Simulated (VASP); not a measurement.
# BAs (F-43m) in VASP: further runs

The runs below take BAs through single point, with r2SCAN.

Everything below comes from runs of VASP 6.6.1. Logs are shortened: lines on timing, memory, paths and dates and some standing lists are left out, and cuts for length are marked.

## (1) The cell of the first run

The structure is cubic, space group F-43m (No. 216). Conventional cell: a = 4.395 Å, b = 4.395 Å, c = 4.395 Å, α = 90.00°, β = 90.00°, γ = 90.00°. B (site symmetry -43m) has 4 As at 1.90 Å within 2.5 Å. Within 2.5 Å of As (site symmetry -43m) lie 4 B at 1.90 Å.

## (2) Single point, r2SCAN (strain -0.080 along x and y, -0.080 along z)

Contents of POSCAR:

```
BAs
1.0
    0.0000000000      2.1974200000      2.1974200000
    2.1974200000      0.0000000000      2.1974200000
    2.1974200000      2.1974200000      0.0000000000
B As
1 1
Direct
    0.0000000000      0.0000000000      0.0000000000
    0.7500000000      0.7500000000      0.7500000000
```

Contents of INCAR.step1:

```
ALGO = Normal
EDIFF = 1E-4
ENCUT = 520
GGA = PE
ISMEAR = 0
LASPH = True
LCHARG = False
LREAL = False
LWAVE = True
NBANDS = 11
NELM = 60
PREC = Accurate
SIGMA = 0.05
```

Contents of INCAR.step2:

```
ALGO = Normal
EDIFF = 1E-7
ENCUT = 520
ISIF = 2
ISMEAR = 0
ISTART = 1
LASPH = True
LCHARG = False
LMIXTAU = True
LREAL = False
LWAVE = False
METAGGA = R2SCAN
NBANDS = 11
NELM = 60
PREC = Accurate
SIGMA = 0.05
```

Contents of KPOINTS:

```
k-points
0
Gamma
  10 10 10
```

Potentials or basis: VASP PAW PBE potentials, release 64 (B, As).

Launch:

```
cat potpaw_PBE.64/B/POTCAR potpaw_PBE.64/As/POTCAR > POTCAR
cp INCAR.step1 INCAR
mpirun -np 1 vasp_std > vasp.out
cp INCAR.step2 INCAR
mpirun -np 1 vasp_std > vasp.out
```

OUTCAR:

```text
EDIFF = 1E-7
   ENCUT = 520
   ISIF = 2
   ISMEAR = 0
   ISTART = 1
   LASPH = True
   LREAL = False
   METAGGA = R2SCAN
   NELM = 60
   PREC = Accurate

 ion  position               nearest neighbor table
   1  0.000  0.000  0.000-   2 1.90   2 1.90   2 1.90   2 1.90
   2  0.750  0.750  0.750-   1 1.90   1 1.90   1 1.90   1 1.90

  LATTYP: Found a face centered cubic cell.
 ALAT       =     4.3948400000

  Lattice vectors:

 A1 = (   0.0000000000,   2.1974200000,   2.1974200000)
 A2 = (   2.1974200000,   0.0000000000,   2.1974200000)
 A3 = (   2.1974200000,   2.1974200000,   0.0000000000)

Analysis of symmetry for initial positions (statically):
=====================================================================
 Subroutine PRICEL returns:
 Original cell was already a primitive cell.

 Routine SETGRP: Setting up the symmetry group for a
 face centered cubic supercell.

 Subroutine GETGRP returns: Found 24 space group operations
 (whereof 24 operations were pure point group operations)
 out of a pool of 48 trial point group operations.

The static configuration has the point symmetry T_d .

Analysis of symmetry for dynamics (positions and initial velocities):
=====================================================================
 Subroutine PRICEL returns:
 Original cell was already a primitive cell.

 Routine SETGRP: Setting up the symmetry group for a
 face centered cubic supercell.

 Subroutine GETGRP returns: Found 24 space group operations
 (whereof 24 operations were pure point group operations)
 out of a pool of 48 trial point group operations.

The dynamic configuration has the point symmetry T_d .

 Subroutine INISYM returns: Found 24 space group operations
 (whereof 24 operations are pure point group operations),
 and found     1 'primitive' translations

----------------------------------------------------------------------------------------

                                     Primitive cell

  volume of cell :      21.2212

  direct lattice vectors                    reciprocal lattice vectors
     0.000000000  2.197420000  2.197420000    -0.227539569  0.227539569  0.227539569
     2.197420000  0.000000000  2.197420000     0.227539569 -0.227539569  0.227539569
     2.197420000  2.197420000  0.000000000     0.227539569  0.227539569 -0.227539569

  length of vectors
     3.107621166  3.107621166  3.107621166     0.394110094  0.394110094  0.394110094

  position of ions in fractional coordinates (direct lattice)
     0.000000000  0.000000000  0.000000000
     0.750000000  0.750000000  0.750000000

  ion indices of the primitive-cell ions
   primitive index   ion index
                 1           1
                 2           2

----------------------------------------------------------------------------------------

 KPOINTS: k-points

Automatic generation of k-mesh.
 Grid dimensions read from file:
 generate k-points for:   10   10   10

 Generating k-lattice:

  Cartesian coordinates                     Fractional coordinates (reciprocal lattice)
    -0.022753957  0.022753957  0.022753957     0.100000000  0.000000000  0.000000000
     0.022753957 -0.022753957  0.022753957     0.000000000  0.100000000  0.000000000
     0.022753957  0.022753957 -0.022753957     0.000000000  0.000000000  0.100000000

  Length of vectors
     0.039411009  0.039411009  0.039411009

  Shift w.r.t. Gamma in fractional coordinates (k-lattice)
     0.000000000  0.000000000  0.000000000

 Subroutine IBZKPT returns following result:
 ===========================================

 Found     47 irreducible k-points:

 Following reciprocal coordinates:
            Coordinates               Weight
  0.000000  0.000000  0.000000      1.000000
  0.100000  0.000000  0.000000      8.000000
  0.200000  0.000000  0.000000      8.000000
  0.300000  0.000000  0.000000      8.000000
  0.400000  0.000000  0.000000      8.000000
  0.500000  0.000000  0.000000      4.000000
[... 16 lines left out ...]
  0.300000  0.300000  0.000000      6.000000
  0.400000  0.300000  0.000000     24.000000
 [... further k-points ...]
   k-points           NKPTS =     47   k-points in BZ     NKDIM =     47   number of bands    NBANDS=     11
   number of dos      NEDOS =    301   number of ions     NIONS =      2
   total plane-waves  NPLWV =  13824
   dimension x,y,z NGX =    24 NGY =   24 NGZ =   24
   dimension x,y,z NGXF=    48 NGYF=   48 NGZF=   48
   ions per type =               1   1
   NGX,Y,Z   is equivalent  to a cutoff of  12.84, 12.84, 12.84 a.u.
   NGXF,Y,Z  is equivalent  to a cutoff of  25.68, 25.68, 25.68 a.u.
 SYSTEM =  unknown system
   PREC   = accura    normal or accurate (medium, high low for compatibility)
   ISTART =      1    job   : 0-new  1-cont  2-samecut
   ICHARG =      0    charge: 1-file 2-atom 10-const
   ISPIN  =      1    spin polarized calculation?
   LNONCOLLINEAR =      F non collinear calculations
   LSORBIT =      F    spin-orbit coupling
   LASPH  =      T    aspherical Exc in radial PAW
   ENCUT  =  520.0 eV  38.22 Ry    6.18 a.u.   5.78  5.78  5.78*2*pi/ulx,y,z
   NELM   =     60;   NELMIN=  2; NELMDL=  0     # of ELM steps
   EDIFF  = 0.1E-06   stopping-criterion for ELM
   LREAL  =      F    real-space projection
   EDIFFG = 0.1E-05   stopping-criterion for IOM
   NSW    =      0    number of steps for IOM
   IBRION =     -1    ionic relax: 0-MD 1-quasi-New 2-CG
   NFREE  =      0    steps in history (QN), initial steepest desc. (CG)
   ISIF   =      2    stress and relaxation
   ISYM   =      2    0-nonsym 1-usesym 2-fastsym
   POTIM  = 0.5000    time-step for ionic-motion
   TEBEG  =    0.0;   TEEND  =   0.0 temperature during run
   PSTRESS=    0.0 pullay stress
   NELECT =       8.0000    total number of electrons
   NUPDOWN=      -1.0000    fix difference up-down
   EMIN   =  10.00;   EMAX   =-10.00  energy-range for DOS
   EFERMI =   0.00;   METHOD = LEGACY
   ISMEAR =     0;   SIGMA  =   0.05  broadening in eV -4-tet -1-fermi 0-gaus
   EFERMI_NEDOS =   21; number of points for ismear=-14 and -15
   IALGO  =     38    algorithm
   IMIX   =      4    mixing-type and parameters
     AMIX     =   0.40;   BMIX     =  1.00
     AMIX_MAG =   1.60;   BMIX_MAG =  1.00
  volume/ion in A,a.u.               =      10.61        71.60
  Fermi-wavevector in a.u.,A,eV,Ry     =   1.182629  2.234844 19.029254  1.398611
  Thomas-Fermi vector in A             =   2.318879
   LORBIT       =      0    0 simple, 1 ext, 2 COOP (PROOUT), +10 PAW based schemes
   METAGGA = R2SCAN    functional components
   LHFCALC =     F    Hartree Fock is set to
   AEXX    =    0.0000 exact exchange contribution
   IVDW    =     0    specifies the selected vdW correction
   LEPSILON=     F    determine dielectric tensor
   LRPA    =     F    only Hartree local field effects (RPA)
 non-spin polarized calculation
 Gauss-broadening in eV      SIGMA  =   0.05
  energy-cutoff  :      520.00
  volume of cell :       21.22
 maximum number of plane-waves:       588
   NGX = 11   NGY = 11   NGZ = 11

 number of electron       7.9999999 magnetization

 Free energy of the ion-electron system (eV)
  ---------------------------------------------------
  ext. energy  EPLUGINS =         0.00000000
  ---------------------------------------------------
  free energy    TOTEN  =       -21.30207004 eV

  energy without entropy =      -21.30207004  energy(sigma->0) =      -21.30207004

 E-fermi :   9.3456     XC(G=0): -12.3088

 val. band max:        9.1290867465   @ k =   0.0000   0.0000   0.0000
 cond. band min:      10.2025601018   @ k =   0.4000   0.4000   0.0000
 fundamental gap:      1.0734733553
 Fermi energy:         9.3456021520

 k-point     1 :       0.0000    0.0000    0.0000
  band No.  band energies     occupation
      1      -9.6731      2.00000
      2       9.1291      2.00000
      3       9.1291      2.00000
      4       9.1291      2.00000
      5      12.9319      0.00000
      6      12.9319      0.00000
      7      12.9319      0.00000
      8      17.7270      0.00000
      9      21.1897      0.00000
     10      23.6479      0.00000
     11      23.6479      0.00000

 k-point     2 :       0.1000    0.0000    0.0000
  band No.  band energies     occupation
      1      -9.4597      2.00000
      2       7.4281      2.00000
      3       8.7075      2.00000
      4       8.7075      2.00000
      5      13.4773      0.00000
      6      13.4773      0.00000
      7      13.5547      0.00000
      8      18.1678      0.00000
      9      22.0595      0.00000
     10      22.2899      0.00000
     11      22.2899      0.00000

 k-point     3 :       0.2000    0.0000    0.0000
  band No.  band energies     occupation
      1      -8.8251      2.00000
      2       4.4768      2.00000
      3       7.9367      2.00000
      4       7.9367      2.00000
      5      13.8927      0.00000
      6      14.3753      0.00000
      7      14.3753      0.00000
      8      19.0507      0.00000
      9      21.4353      0.00000
     10      21.4353      0.00000
     11      22.9606      0.00000

 k-point     4 :       0.3000    0.0000    0.0000
  band No.  band energies     occupation
      1      -7.7964      2.00000
      2       1.5467      2.00000
      3       7.2740      2.00000
      4       7.2740      2.00000
      5      13.8800      0.00000
      6      14.6955      0.00000
      7      14.6955      0.00000
      8      19.4414      0.00000
      9      22.2252      0.00000
     10      22.2252      0.00000
     11      23.3419      0.00000

 k-point     5 :       0.4000    0.0000    0.0000
  band No.  band energies     occupation
      1      -6.4875      2.00000
      2      -0.9631      2.00000
      3       6.8548      2.00000
      4       6.8548      2.00000
      5      13.8230      0.00000
      6      14.5323      0.00000
      7      14.5323      0.00000
      8      19.2555      0.00000
      9      24.4076      0.00000
     10      24.4316      0.00000
     11      24.4316      0.00000
[... 211 lines left out ...]
 k-point    21 :      -0.3000    0.2000    0.0000
  band No.  band energies     occupation
      1      -6.2324      2.00000
      2       0.3705      2.00000
      3       3.1017      2.00000
      4       6.5043      2.00000
      5      13.3827      0.00000
      6      16.1902      0.00000
      7      17.1611      0.00000
      8      19.5076      0.00000
      9      21.0668      0.00000
     10      23.9454      0.00000
     11      27.7617      0.00000

 k-point    22 :      -0.2000    0.2000    0.0000
  band No.  band energies     occupation
      1      -7.4490      2.00000
      2       2.5652      2.00000
      3       3.6553      2.00000
      4       7.4148      2.00000
      5      14.2031      0.00000
      6      15.2354      0.00000
      7      16.6669      0.00000
      8      18.1959      0.00000
      9      19.8796      0.00000
     10      24.4590      0.00000
     11      27.3884      0.00000

 k-point    23 :       0.3000    0.3000    0.0000
  band No.  band energies     occupation
      1      -7.1501      2.00000
      2       3.2196      2.00000
      3       4.7891      2.00000
      4       4.7891      2.00000
      5      10.5260      0.00000
      6      13.0719      0.00000
      7      19.8858      0.00000
      8      19.8858      0.00000
      9      23.5999      0.00000
     10      26.2573      0.00000
     11      28.8511      0.00000

 k-point    24 :       0.4000    0.3000    0.0000
  band No.  band energies     occupation
      1      -6.1506      2.00000
      2       1.5307      2.00000
      3       3.7601      2.00000
      4       4.4005      2.00000
      5      10.8679      0.00000
      6      12.8179      0.00000
      7      20.5478      0.00000
      8      20.5852      0.00000
      9      24.5863      0.00000
     10      27.5114      0.00000
     11      29.5610      0.00000

 [... further k-points ...]
[... 5 lines left out ...]
  --------------------------------------------------------------------------------------
  -------------------------------------------------------------------------------------
  Total        8.0704126      8.0704126      8.0704126     -0.0000000      0.0000000     -0.0000000
  in kB      609.3083164    609.3083164    609.3083164     -0.0000000      0.0000000     -0.0000000
  external PRESSURE =     609.3083164 kB  Pullay stress =       0.0000000 kB

 VOLUME and BASIS-vectors are now :
 -----------------------------------------------------------------------------
  energy-cutoff  :      520.00
  volume of cell :       21.22
      direct lattice vectors                 reciprocal lattice vectors
     0.000000000  2.197420000  2.197420000    -0.227539569  0.227539569  0.227539569
     2.197420000  0.000000000  2.197420000     0.227539569 -0.227539569  0.227539569
     2.197420000  2.197420000  0.000000000     0.227539569  0.227539569 -0.227539569

 POSITION                                       TOTAL-FORCE (eV/Angst)
 -----------------------------------------------------------------------------------
      0.00000      0.00000      0.00000        -0.000000     -0.000000      0.000000
      3.29613      3.29613      3.29613         0.000000      0.000000     -0.000000
 -----------------------------------------------------------------------------------
    total drift:                                0.000000      0.000000      0.000000

  FREE ENERGIE OF THE ION-ELECTRON SYSTEM (eV)
  ---------------------------------------------------
  free  energy   TOTEN  =       -21.3020700412 eV

  energy  without entropy=      -21.3020700412  energy(sigma->0) =      -21.30207004
```

It took 16 s on 1 thread of Intel Xeon 6975P-C (Granite Rapids), shared host; peak memory 0.15 GiB.

Results:

```yaml
Free_energy: -21.3021 eV
Pressure: 60.9 GPa
Band_gap_on_the_k_mesh: 1.07 eV, indirect (least direct gap 3.80 eV)
```

Caveat: the cell differs from its parent crystal (strain -0.080 along x and y, -0.080 along z); the PAW data sets were made with another functional, which shifts forces and pressure a little.

## (3) Single point, r2SCAN (strain -0.040 along x and y, -0.040 along z)

Contents of POSCAR:

```
BAs
1.0
    0.0000000000      2.2929600000      2.2929600000
    2.2929600000      0.0000000000      2.2929600000
    2.2929600000      2.2929600000      0.0000000000
B As
1 1
Direct
    0.0000000000      0.0000000000      0.0000000000
    0.7500000000      0.7500000000      0.7500000000
```

Contents of INCAR.step1:

```
SYSTEM = BAs
PREC = Accurate
ENCUT = 520
ISMEAR = 0
SIGMA = 0.05
LREAL = .FALSE.
LASPH = .TRUE.
NELM = 100
NBANDS = 11
GGA = PE
ALGO = Normal
EDIFF = 1E-4
LWAVE = .TRUE.
LCHARG = .FALSE.
```

Contents of INCAR.step2:

```
SYSTEM = BAs
PREC = Accurate
ENCUT = 520
EDIFF = 1E-6
ISMEAR = 0
SIGMA = 0.05
LREAL = .FALSE.
LASPH = .TRUE.
NELM = 100
ALGO = Normal
ISIF = 2
LWAVE = .FALSE.
LCHARG = .FALSE.
METAGGA = R2SCAN
LMIXTAU = .TRUE.
NBANDS = 11
ISTART = 1
```

Contents of KPOINTS:

```
regular mesh
0
G
  10 10 10
  0 0 0
```

Potentials or basis: VASP PAW PBE potentials, release 64 (B, As).

Launch:

```
cat potpaw_PBE.64/B/POTCAR potpaw_PBE.64/As/POTCAR > POTCAR
cp INCAR.step1 INCAR
mpirun -np 1 vasp_std > vasp.out
cp INCAR.step2 INCAR
mpirun -np 1 vasp_std > vasp.out
```

Wall time 16 s (1 thread of Intel Xeon 6975P-C (Granite Rapids), shared host); peak memory 0.14 GiB.

Results (log left out):

```yaml
Free_energy: -22.0354 eV
Pressure: 23.7 GPa
Band_gap_on_the_k_mesh: 1.23 eV, indirect (least direct gap 3.60 eV)
```

Levels at points of the mesh, in eV from the valence-band top:
| k point | band 1 | band 2 | band 3 | band 4 | band 5 | band 6 | band 7 | band 8 | band 9 |
| --- | --- | --- | --- | --- | --- | --- | --- | --- | --- |
| (0.00, 0.00, 0.00) | -17.39 | 0.00 | 0.00 | 0.00 | 3.60 | 3.60 | 3.60 | 6.84 | 11.11 |
| (0.50, 0.00, 0.00) | -13.88 | -10.23 | -2.17 | -2.17 | 3.76 | 5.18 | 5.18 | 9.81 | 14.70 |
| (0.50, 0.50, 0.00) | -12.23 | -9.82 | -4.88 | -4.88 | 1.43 | 1.58 | 13.42 | 13.42 | 15.13 |

Caveat: the cell differs from its parent crystal (strain -0.040 along x and y, -0.040 along z); the PAW data sets were made with another functional, which shifts forces and pressure a little. A k mesh can miss the band edges.
